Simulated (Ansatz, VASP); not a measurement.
# GaAs: VASP beside Ansatz

INCAR

```
  PREC = Accurate
  ENCUT = 520
  EDIFF = 1E-6
  ISMEAR = 0
  SIGMA = 0.01
  LREAL = False
  LASPH = True
  NELM = 60
  ALGO = Normal
  ISIF = 2
  LWAVE = False
  LCHARG = False
  NBANDS = 16
```

File KPOINTS:

```
regular mesh
0
Gamma
  8 8 8
```

POSCAR

```
GaAs
1.0
    2.8294614816      2.8294614816      0.0000000000
   -2.8294614816      2.8294614816      0.0000000000
    0.0000000000      2.8294614816      2.7755557933
Ga As
1 1
Direct
    0.0000000000      0.0000000000      0.0000000000
    0.7500000000      0.2500000000      0.5000000000
```

Input for Ansatz:

```yaml
crystal:
  lattice:
    - [2.82946148164, 2.82946148164, 0.0]
    - [-2.82946148164, 2.82946148164, 0.0]
    - [0.0, 2.82946148164, 2.77555579333]
  atoms:
    - { symbol: Ga, position: [0.0, 0.0, 0.0] }
    - { symbol: As, position: [0.75, 0.25, 0.5] }
kpoints:
  mp_grid: { grid: [8, 8, 8] }
scf:
  occupations: { method: fixed }
  convergence: { dr2_threshold: 1.0e-10 }
hamiltonian:
  xc: lda
  pseudopotentials: { kind: all_electron, lapw: { basis_error: 0.0005 } }
output:
  forces: true
  stress: true
  eigenstates:
    kpoints:
      - [0.0, 0.0, 0.0]
      - [0.5, 0.0, 0.0]
      - [0.0, 0.5, 0.5]
      - [0.0, -0.5, 0.0]
      - [0.5, 0.0, 0.5]
      - [0.431025135, -0.431025135, 0.0]
      - [0.431025135, 0.431025135, 0.431025136]
      - [0.0, 0.0, 0.431025135]
      - [-0.5, -0.5, -0.5]
      - [-0.5, 0.5, 0.0]
      - [0.0, 0.0, -0.5]
  eigenvalues: true
```

Change from the starting cell: film at in-plane strain +0.01.

Alike in both runs: task single point; functional LDA; k mesh 8 × 8 × 8; no spin polarisation.

```csv
,VASP,Ansatz
version,VASP 6.6.1,Ansatz 0.2.0
potentials or method,"VASP PAW LDA potentials, release 64 (Ga_d, As), cutoff 520 eV","all-electron LAPW, scalar-relativistic"
occupations,"gaussian, width 0.01 eV",fixed
```

```csv
,VASP,Ansatz,Ansatz less VASP
gap on the k mesh at the Fermi level (eV),0.38,0.33,-0.051
pressure (GPa),-0.5,-0.8,-0.28
"traceless stress, the component that is largest in VASP (GPa)",0.79,0.79,+0.002
```

LDA's correlation is that of Perdew and Zunger in VASP and of Perdew and Wang (1992) in Ansatz. Ansatz ran all-electron here, and VASP with PAW potentials.
